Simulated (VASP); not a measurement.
Rh, 1 atom in the cell. It takes space group Fm-3m (No. 225, cubic). Conventional cell: a = 3.834 Å, b = 3.834 Å, c = 3.834 Å, α = 90.00°, β = 90.00°, γ = 90.00°. Rh (site symmetry m-3m) has 12 Rh at 2.71 Å within 3.6 Å. 

```yaml
Program: VASP 6.6.1
Task: single point
Functional: r2SCAN
Potentials_or_basis: VASP PAW PBE potentials, release 64 (Rh_pv)
Cutoff: 520 eV
k_mesh: 18 × 18 × 18
Occupations: gaussian, width 0.05 eV
Spin: no spin polarisation
Dipole_correction: no
Further_INCAR_settings: ALGO = Normal; EDIFF = 1e-06; NBANDS = 14
```

Potentials or basis: VASP PAW PBE potentials, release 64 (Rh_pv).

Run with:

```bash
$ cat potpaw_PBE.64/Rh_pv/POTCAR > POTCAR
$ cp INCAR.step1 INCAR
$ mpirun -np 1 vasp_std > vasp.out
$ cp INCAR.step2 INCAR
$ mpirun -np 1 vasp_std > vasp.out
```

Hardware: 1 thread of Intel Xeon 8259CL (shared host).

Q: Estimate the wall time of this run.

A: Run time: 2.8 min on 1 thread of Intel Xeon 8259CL, on a shared host, peak memory 0.15 GiB. Counts: k points 195.
